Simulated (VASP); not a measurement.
InSe:

```xyz
8
Lattice="4.0181 0.0000 0.0000 -2.0091 3.4798 0.0000 0.0000 0.0000 16.9256" Properties=species:S:1:pos:R:3 pbc="T T T"
In    0.0000    2.3199    2.8385
In    2.0091    1.1599   11.3013
In    0.0000    2.3199    5.6243
In    2.0091    1.1599   14.0871
Se    0.0000    2.3199   10.0333
Se    2.0091    1.1599    1.5705
Se    0.0000    2.3199   15.3552
Se    2.0091    1.1599    6.8923
```

Base run:

```yaml
Program: VASP 6.6.1
Functional: r2SCAN
Potentials_or_basis: VASP PAW PBE potentials, release 64 (In_d, Se)
Cutoff: 520 eV
k_mesh: 6 × 6 × 2
Occupations: gaussian, width 0.01 eV
Spin: no spin polarisation
```

Its results: band gap on the k mesh 0.87 eV, direct; pressure 0.8 GPa; largest force 0.015 eV/Å.

Problem. The run is repeated on the same cell with these changes: functional from r2SCAN to PBE; further incar settings from ALGO = Normal; EDIFF = 1e-06; NBANDS = 48 to ALGO = Normal; EDIFF = 1e-07; NBANDS = 48. What comes out?

Solution. Band gap on the k mesh 0.44 eV, direct; pressure 2.5 GPa; largest force 0.210 eV/Å.

Caveats: spin-orbit coupling is left out, which moves the levels of the heavy elements; the PAW data sets were made with another functional, which shifts forces and pressure a little (some runs); this functional lacks dispersion, which binds the layers, so the pressure and a relaxed spacing across them are unreliable (some runs).

